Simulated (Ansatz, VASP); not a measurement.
# Two plane-wave programs on SiC

```
Si C
1.0
     0.00000    2.03247    2.03247
     2.03247    0.00000    2.03247
     2.14561    2.14561   -0.11314
Si C
1 1
Direct
  0.00000 0.00000 0.00000
  0.75000 0.75000 0.75000
```

Alike in both runs: task single point; functional PBEsol; k mesh 12 × 12 × 12; occupations gaussian, width 0.05 eV; no spin polarisation.

|  | VASP | Ansatz |
| --- | --- | --- |
| version | VASP 6.6.1 | Ansatz 0.2.0 |
| potentials or method | VASP PAW PBE potentials, release 64 (Si, C), cutoff 520 eV | scalar-relativistic, plane waves, PAW |
| valence electrons in the cell | 8 | 8 |

```tsv
	VASP	Ansatz	Ansatz less VASP
gap on the k mesh at the Fermi level (eV)	0.77	0.79	+0.016
least direct gap on the mesh (eV)	3.98	4.00	+0.024
rms of the force components (eV/Å)	0.672	0.667	-0.0050
```

VASP's potentials were made for PBE, not for PBEsol, and Ansatz warns of the same on its side. Atom by atom the forces differ by 0.005 eV/Å (rms over components).
